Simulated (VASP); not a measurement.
GaAs: single point with r2SCAN50

Crystal: GaAs.

```
CELL_PARAMETERS angstrom
0.00000 2.82685 2.82685
2.82685 0.00000 2.82685
2.82685 2.82685 0.00000
ATOMIC_POSITIONS crystal
As 0.75000 0.75000 0.75000
Ga 0.00000 0.00000 0.00000
```

| Property | Result |
| --- | --- |
| Program | VASP 6.6.1 |
| Task | single point |
| Functional | r2SCAN50 |
| Potentials or basis | VASP PAW PBE potentials, release 64 (As, Ga_d) |
| Cutoff | 520 eV |
| k mesh | 4 × 4 × 4 |
| Occupations | fermi-dirac, width 0.05 eV |
| Spin | no spin polarisation |
| Dipole correction | no |
| Grid for exact exchange (PRECFOCK) | Normal |
| Further INCAR settings | ALGO = Normal; EDIFF = 1e-06; NBANDS = 16 |
| Share of exact exchange | 0.5 |

```yaml
Pressure: -2.0 GPa
Band_gap_on_the_k_mesh: 3.93 eV
```

Levels at points of the mesh, in eV from the valence-band top:
```csv
k point,band 5,band 6,band 7,band 8,band 9,band 10,band 11,band 12,band 13,band 14
"(0.00, 0.00, 0.00)",-20.21,-15.41,0.00,0.00,0.00,3.93,6.96,6.96,6.96,11.26
"(0.50, 0.00, 0.00)",-20.21,-13.31,-7.88,-1.34,-1.34,4.14,7.91,7.91,11.18,14.47
"(0.50, 0.50, 0.00)",-20.20,-12.40,-8.04,-3.18,-3.18,4.25,4.60,14.59,14.59,15.25
```

Run time: 4.8 min on 1 thread of Intel(R) Xeon(R) Platinum 8488C (Sapphire Rapids), on a shared host, peak memory 0.18 GiB.

Caveat: the k points lie up to 0.48 Å⁻¹ apart; the PAW data sets were made with another functional, which shifts forces and pressure a little. A k mesh can miss the band edges.
